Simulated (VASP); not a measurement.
# AlNi (Pm-3m) in VASP: a series of runs

AlNi is run at these levels: PBE; tasks: single point.

Everything below comes from runs of VASP 6.6.1. Logs are shortened: lines on timing, memory, paths and dates and some standing lists are left out, and cuts for length are marked.

## (1) The cell of the first run

The structure is cubic, space group Pm-3m (No. 221). The conventional cell has a = 2.950 Å, b = 2.950 Å, c = 2.950 Å, α = 90.00°, β = 90.00°, γ = 90.00°. Al (site symmetry m-3m) has 8 Ni at 2.55 Å and 6 Al at 2.95 Å within 3.4 Å. Ni (site symmetry m-3m) has 8 Al at 2.55 Å and 6 Ni at 2.95 Å within 3.4 Å.

## (2) Single point, PBE (volume scaled by 1.06)

The input, INCAR:

```
SYSTEM = AlNi
PREC     = Accurate       ! precision mode
ENCUT    = 520            ! plane-wave cutoff, eV
EDIFF    = 1E-6           ! SCF threshold, eV
ISMEAR   = 0              ! smearing method
SIGMA    = 0.1            ! smearing width, eV
LREAL    = .False.        ! projectors in reciprocal space
LASPH    = .True.         ! aspherical terms in the spheres
NELM     = 60             ! most SCF steps
ALGO     = Normal         ! electronic algorithm
ISIF     = 2              ! what is computed and relaxed
LWAVE    = .False.        ! write WAVECAR
LCHARG   = .True.         ! write CHGCAR
GGA      = PE             ! functional
LELF     = .True.         ! ELF
LVHAR    = .True.       
NBANDS   = 14             ! bands
```

The input, KPOINTS:

```
Automatic mesh
0
Gamma
  14 14 14
  0 0 0
```

The input, POSCAR:

```
AlNi
1.0
    2.9498250655      0.0000000000      0.0000000000
    0.0000000000      2.9498250655      0.0000000000
    0.0000000000      0.0000000000      2.9498250655
Al Ni
1 1
Direct
    0.0000000000      0.0000000000      0.0000000000
    0.5000000000      0.5000000000      0.5000000000
```

Potentials or basis: VASP PAW PBE potentials, release 64 (Al, Ni).

Launch:

```
cat potpaw_PBE.64/Al/POTCAR potpaw_PBE.64/Ni/POTCAR > POTCAR
mpirun -np 1 vasp_std > vasp.out
```

OUTCAR:

```text
SYSTEM = AlNi
   PREC = Accurate
   ENCUT = 520
   EDIFF = 1E-6
   ISMEAR = 0
   LREAL = .False.
   LASPH = .True.
   NELM = 60
   ISIF = 2
   GGA = PE

 ion  position               nearest neighbor table
   1  0.000  0.000  0.000-   2 2.55   2 2.55   2 2.55   2 2.55   2 2.55   2 2.55   2 2.55   2 2.55

   2  0.500  0.500  0.500-   1 2.55   1 2.55   1 2.55   1 2.55   1 2.55   1 2.55   1 2.55   1 2.55

  LATTYP: Found a simple cubic cell.
 ALAT       =     2.9498250655

  Lattice vectors:

 A1 = (   2.9498250655,   0.0000000000,   0.0000000000)
 A2 = (   0.0000000000,   2.9498250655,   0.0000000000)
 A3 = (   0.0000000000,   0.0000000000,   2.9498250655)

Analysis of symmetry for initial positions (statically):
=====================================================================
 Subroutine PRICEL returns:
 Original cell was already a primitive cell.

 Routine SETGRP: Setting up the symmetry group for a
 simple cubic supercell.

 Subroutine GETGRP returns: Found 48 space group operations
 (whereof 48 operations were pure point group operations)
 out of a pool of 48 trial point group operations.

The static configuration has the point symmetry O_h .

Analysis of symmetry for dynamics (positions and initial velocities):
=====================================================================
 Subroutine PRICEL returns:
 Original cell was already a primitive cell.

 Routine SETGRP: Setting up the symmetry group for a
 simple cubic supercell.

 Subroutine GETGRP returns: Found 48 space group operations
 (whereof 48 operations were pure point group operations)
 out of a pool of 48 trial point group operations.

The dynamic configuration has the point symmetry O_h .

 Subroutine INISYM returns: Found 48 space group operations
 (whereof 48 operations are pure point group operations),
 and found     1 'primitive' translations

----------------------------------------------------------------------------------------

                                     Primitive cell

  volume of cell :      25.6678

  direct lattice vectors                    reciprocal lattice vectors
     2.949825065  0.000000000  0.000000000     0.339003154  0.000000000  0.000000000
     0.000000000  2.949825065  0.000000000     0.000000000  0.339003154  0.000000000
     0.000000000  0.000000000  2.949825065     0.000000000  0.000000000  0.339003154

  length of vectors
     2.949825065  2.949825065  2.949825065     0.339003154  0.339003154  0.339003154

  position of ions in fractional coordinates (direct lattice)
     0.000000000  0.000000000  0.000000000
     0.500000000  0.500000000  0.500000000

  ion indices of the primitive-cell ions
   primitive index   ion index
[... 82 lines left out ...]
   POTIM  = 0.5000    time-step for ionic-motion
   TEBEG  =    0.0;   TEEND  =   0.0 temperature during run
   PSTRESS=    0.0 pullay stress
   NELECT =      13.0000    total number of electrons
   NUPDOWN=      -1.0000    fix difference up-down
   EMIN   =  10.00;   EMAX   =-10.00  energy-range for DOS
   EFERMI =   0.00;   METHOD = LEGACY
   ISMEAR =     0;   SIGMA  =   0.10  broadening in eV -4-tet -1-fermi 0-gaus
   EFERMI_NEDOS =   21; number of points for ismear=-14 and -15
   IALGO  =     38    algorithm
   IMIX   =      4    mixing-type and parameters
     AMIX     =   0.40;   BMIX     =  1.00
     AMIX_MAG =   1.60;   BMIX_MAG =  1.00
  volume/ion in A,a.u.               =      12.83        86.61
  Fermi-wavevector in a.u.,A,eV,Ry     =   1.304947  2.465993 23.169195  1.702888
  Thomas-Fermi vector in A             =   2.435849
   LORBIT       =      0    0 simple, 1 ext, 2 COOP (PROOUT), +10 PAW based schemes
   GGA     = PE    functional components
   LHFCALC =     F    Hartree Fock is set to
   AEXX    =    0.0000 exact exchange contribution
   IVDW    =     0    specifies the selected vdW correction
   LEPSILON=     F    determine dielectric tensor
   LRPA    =     F    only Hartree local field effects (RPA)
 non-spin polarized calculation
 Gauss-broadening in eV      SIGMA  =   0.10
  energy-cutoff  :      520.00
  volume of cell :       25.67
 maximum number of plane-waves:       739
 NGX is ok and might be reduce to    24
   NGX = 11   NGY = 11   NGZ = 11

 number of electron      12.9999991 magnetization

 Free energy of the ion-electron system (eV)
  ---------------------------------------------------
  ext. energy  EPLUGINS =         0.00000000
  ---------------------------------------------------
  free energy    TOTEN  =       -10.50099806 eV

  energy without entropy =      -10.49567265  energy(sigma->0) =      -10.49833535

 E-fermi :   9.0926     XC(G=0): -11.7125

 val. band max:        9.0763837892   @ k =   0.4286   0.3571   0.2143
 cond. band min:       9.1211529263   @ k =   0.3571   0.2857   0.0714
 fundamental gap:      0.0447691371
 Fermi energy:         9.0925910336

 k-point     1 :       0.0000    0.0000    0.0000
  band No.  band energies     occupation
      1      -1.5114      2.00000
      2       6.2183      2.00000
      3       6.2183      2.00000
      4       7.7187      2.00000
      5       7.7187      2.00000
      6       7.7187      2.00000
      7      14.3282      0.00000
      8      14.3282      0.00000
      9      14.3282      0.00000
     10      17.0197      0.00000
     11      17.0197      0.00000
     12      21.6324      0.00000
     13      29.2356      0.00000
     14      29.2356      0.00000
[... 377 lines left out ...]
      1       1.3870      2.00000
      2       5.1729      2.00000
      3       6.5409      2.00000
      4       7.0190      2.00000
      5       7.2415      2.00000
      6       7.5492      2.00000
      7       9.0034      1.79266
      8      12.6132      0.00000
      9      16.6411      0.00000
     10      17.7847      0.00000
     11      20.1205      0.00000
     12      22.3115      0.00000
     13      24.5165      0.00000
     14      25.9003      0.00000

 [... further k-points ...]
[... 5 lines left out ...]
  --------------------------------------------------------------------------------------
  -------------------------------------------------------------------------------------
  Total       -1.2917403     -1.2917403     -1.2917403     -0.0000000     -0.0000000      0.0000000
  in kB      -80.6300630    -80.6300630    -80.6300630     -0.0000000     -0.0000000      0.0000000
  external PRESSURE =     -80.6300630 kB  Pullay stress =       0.0000000 kB

 VOLUME and BASIS-vectors are now :
 -----------------------------------------------------------------------------
  energy-cutoff  :      520.00
  volume of cell :       25.67
      direct lattice vectors                 reciprocal lattice vectors
     2.949825065  0.000000000  0.000000000     0.339003154  0.000000000  0.000000000
     0.000000000  2.949825065  0.000000000     0.000000000  0.339003154  0.000000000
     0.000000000  0.000000000  2.949825065     0.000000000  0.000000000  0.339003154

 POSITION                                       TOTAL-FORCE (eV/Angst)
 -----------------------------------------------------------------------------------
      0.00000      0.00000      0.00000         0.000000      0.000000      0.000000
      1.47491      1.47491      1.47491         0.000000      0.000000      0.000000
 -----------------------------------------------------------------------------------
    total drift:                                0.000000      0.000000     -0.000000

  FREE ENERGIE OF THE ION-ELECTRON SYSTEM (eV)
  ---------------------------------------------------
  free  energy   TOTEN  =       -10.5009980576 eV

  energy  without entropy=      -10.4956726463  energy(sigma->0) =      -10.49833535
```

OSZICAR:

```text
N       E                     dE             d eps       ncg     rms          rms(c)
DAV:   1     0.385144763267E+02    0.38514E+02   -0.52913E+03  3416   0.948E+02
DAV:   2    -0.102064735759E+02   -0.48721E+02   -0.43813E+02  3576   0.174E+02
DAV:   3    -0.118277551819E+02   -0.16213E+01   -0.16081E+01  4254   0.354E+01
DAV:   4    -0.118503950171E+02   -0.22640E-01   -0.22634E-01  3996   0.378E+00
DAV:   5    -0.118511011811E+02   -0.70616E-03   -0.70615E-03  4374   0.738E-01    0.114E+01
DAV:   6    -0.140486623009E+02   -0.21976E+01   -0.47937E+01  3912   0.928E+01    0.164E+01
DAV:   7    -0.105314566193E+02    0.35172E+01   -0.14069E+01  3966   0.559E+01    0.114E+00
DAV:   8    -0.105139725844E+02    0.17484E-01   -0.34864E-01  4260   0.613E+00    0.936E-01
DAV:   9    -0.105013497835E+02    0.12623E-01   -0.45090E-02  4312   0.265E+00    0.187E-01
DAV:  10    -0.105010003576E+02    0.34943E-03   -0.19243E-03  4714   0.566E-01    0.610E-02
DAV:  11    -0.105009994497E+02    0.90790E-06   -0.60194E-05  4342   0.601E-02    0.133E-02
DAV:  12    -0.105009983795E+02    0.10702E-05   -0.99710E-07  3146   0.116E-02    0.520E-03
DAV:  13    -0.105009980576E+02    0.32187E-06   -0.17507E-07  2160   0.457E-03
   1 F= -.10500998E+02 E0= -.10498335E+02  d E =-.532541E-02
```

Wall time 20 s (1 thread of Intel Xeon Platinum 8259CL at 2.50GHz (Skylake/Cascade Lake), shared host); peak memory 0.17 GiB.

What came out:

* Free energy: -10.5010 eV
* Pressure: -8.1 GPa

 Spin polarisation is off, so any magnetic state and its effect on volume and gap are missing.

## (3) Single point, PBE (volume scaled by 1.10)

The input, INCAR:

```
SYSTEM = AlNi
PREC = Accurate
ENCUT = 520
EDIFF = 1E-6
ISMEAR = 0
SIGMA = 0.1
LREAL = .FALSE.
LASPH = .TRUE.
NELM = 80
ALGO = Normal
ISIF = 2
LWAVE = .FALSE.
LCHARG = .TRUE.
GGA = PE
LELF = .TRUE.
LVHAR = .TRUE.
NBANDS = 14
```

The input, KPOINTS:

```
regular mesh
0
G
  14 14 14
  0 0 0
```

The input, POSCAR:

```
AlNi
1.0
    2.9864726024      0.0000000000      0.0000000000
    0.0000000000      2.9864726024      0.0000000000
    0.0000000000      0.0000000000      2.9864726024
Al Ni
1 1
Direct
    0.0000000000      0.0000000000      0.0000000000
    0.5000000000      0.5000000000      0.5000000000
```

Potentials or basis: VASP PAW PBE potentials, release 64 (Al, Ni).

Launch:

```
cat potpaw_PBE.64/Al/POTCAR potpaw_PBE.64/Ni/POTCAR > POTCAR
mpirun -np 1 vasp_std > vasp.out
```

OUTCAR:

```text
SYSTEM = AlNi
   PREC = Accurate
   ENCUT = 520
   EDIFF = 1E-6
   ISMEAR = 0
   LREAL = .FALSE.
   LASPH = .TRUE.
   NELM = 80
   ISIF = 2
   GGA = PE

 ion  position               nearest neighbor table
   1  0.000  0.000  0.000-   2 2.59   2 2.59   2 2.59   2 2.59   2 2.59   2 2.59   2 2.59   2 2.59

   2  0.500  0.500  0.500-   1 2.59   1 2.59   1 2.59   1 2.59   1 2.59   1 2.59   1 2.59   1 2.59

  LATTYP: Found a simple cubic cell.
 ALAT       =     2.9864726024

  Lattice vectors:

 A1 = (   2.9864726024,   0.0000000000,   0.0000000000)
 A2 = (   0.0000000000,   2.9864726024,   0.0000000000)
 A3 = (   0.0000000000,   0.0000000000,   2.9864726024)

Analysis of symmetry for initial positions (statically):
=====================================================================
 Subroutine PRICEL returns:
 Original cell was already a primitive cell.

 Routine SETGRP: Setting up the symmetry group for a
 simple cubic supercell.

 Subroutine GETGRP returns: Found 48 space group operations
 (whereof 48 operations were pure point group operations)
 out of a pool of 48 trial point group operations.

The static configuration has the point symmetry O_h .

Analysis of symmetry for dynamics (positions and initial velocities):
=====================================================================
 Subroutine PRICEL returns:
 Original cell was already a primitive cell.

 Routine SETGRP: Setting up the symmetry group for a
 simple cubic supercell.

 Subroutine GETGRP returns: Found 48 space group operations
 (whereof 48 operations were pure point group operations)
 out of a pool of 48 trial point group operations.

The dynamic configuration has the point symmetry O_h .

 Subroutine INISYM returns: Found 48 space group operations
 (whereof 48 operations are pure point group operations),
 and found     1 'primitive' translations

----------------------------------------------------------------------------------------

                                     Primitive cell

  volume of cell :      26.6364

  direct lattice vectors                    reciprocal lattice vectors
[... 115 lines left out ...]
   IVDW    =     0    specifies the selected vdW correction
   LEPSILON=     F    determine dielectric tensor
   LRPA    =     F    only Hartree local field effects (RPA)
 non-spin polarized calculation
 Gauss-broadening in eV      SIGMA  =   0.10
  energy-cutoff  :      520.00
  volume of cell :       26.64
 maximum number of plane-waves:       739
 NGX is ok and might be reduce to    24
   NGX = 11   NGY = 11   NGZ = 11

 number of electron      12.9999993 magnetization

 Free energy of the ion-electron system (eV)
  ---------------------------------------------------
  ext. energy  EPLUGINS =         0.00000000
  ---------------------------------------------------
  free energy    TOTEN  =       -10.43904565 eV

  energy without entropy =      -10.43355889  energy(sigma->0) =      -10.43630227

 E-fermi :   8.6448     XC(G=0): -11.5405

 val. band max:        8.6332952160   @ k =   0.4286   0.3571   0.2143
 cond. band min:       8.6692251665   @ k =   0.3571   0.2857   0.0714
 fundamental gap:      0.0359299506
 Fermi energy:         8.6447985129

 k-point     1 :       0.0000    0.0000    0.0000
  band No.  band energies     occupation
      1      -1.7060      2.00000
      2       5.9247      2.00000
      3       5.9247      2.00000
      4       7.3361      2.00000
      5       7.3361      2.00000
      6       7.3361      2.00000
      7      13.7322      0.00000
      8      13.7322      0.00000
      9      13.7322      0.00000
     10      16.4545      0.00000
     11      16.4545      0.00000
     12      20.5710      0.00000
     13      28.3728      0.00000
     14      28.3728      0.00000
[... 377 lines left out ...]
      1       1.1222      2.00000
      2       4.8663      2.00000
      3       6.2219      2.00000
      4       6.6736      2.00000
      5       6.8833      2.00000
      6       7.1765      2.00000
      7       8.5489      1.82508
      8      12.0397      0.00000
      9      16.0301      0.00000
     10      17.0923      0.00000
     11      19.3987      0.00000
     12      21.5356      0.00000
     13      23.7067      0.00000
     14      25.0358      0.00000

 [... further k-points ...]
[... 5 lines left out ...]
  --------------------------------------------------------------------------------------
  -------------------------------------------------------------------------------------
  Total       -2.0366369     -2.0366369     -2.0366369     -0.0000000     -0.0000000      0.0000000
  in kB     -122.5035254   -122.5035254   -122.5035254     -0.0000000     -0.0000000      0.0000000
  external PRESSURE =    -122.5035254 kB  Pullay stress =       0.0000000 kB

 VOLUME and BASIS-vectors are now :
 -----------------------------------------------------------------------------
  energy-cutoff  :      520.00
  volume of cell :       26.64
      direct lattice vectors                 reciprocal lattice vectors
     2.986472602  0.000000000  0.000000000     0.334843186  0.000000000  0.000000000
     0.000000000  2.986472602  0.000000000     0.000000000  0.334843186  0.000000000
     0.000000000  0.000000000  2.986472602     0.000000000  0.000000000  0.334843186

 POSITION                                       TOTAL-FORCE (eV/Angst)
 -----------------------------------------------------------------------------------
      0.00000      0.00000      0.00000         0.000000      0.000000      0.000000
      1.49324      1.49324      1.49324         0.000000      0.000000      0.000000
 -----------------------------------------------------------------------------------
    total drift:                                0.000000      0.000000     -0.000000

  FREE ENERGIE OF THE ION-ELECTRON SYSTEM (eV)
  ---------------------------------------------------
  free  energy   TOTEN  =       -10.4390456533 eV

  energy  without entropy=      -10.4335588881  energy(sigma->0) =      -10.43630227
```

stdout:

```text
POSCAR found type information on POSCAR AlNi
 POSCAR found :  2 types and       2 ions
 scaLAPACK will be used
 LDA part: xc-table for (Slater+PW92), standard interpolation
 POSCAR, INCAR and KPOINTS ok, starting setup
 FFT: planning ... GRIDC
 FFT: planning ... GRID_SOFT
 FFT: planning ... GRID
 WAVECAR not read
 entering main loop
```

Run time: 21 s. Hardware: 1 thread of Intel Xeon Platinum 8259CL at 2.50GHz (Skylake/Cascade Lake), shared host; peak memory 0.17 GiB.

Results:

```
Free energy : -10.4390 eV
Pressure    : -12.3 GPa
```

 Spin polarisation is off, so any magnetic state and its effect on volume and gap are missing.
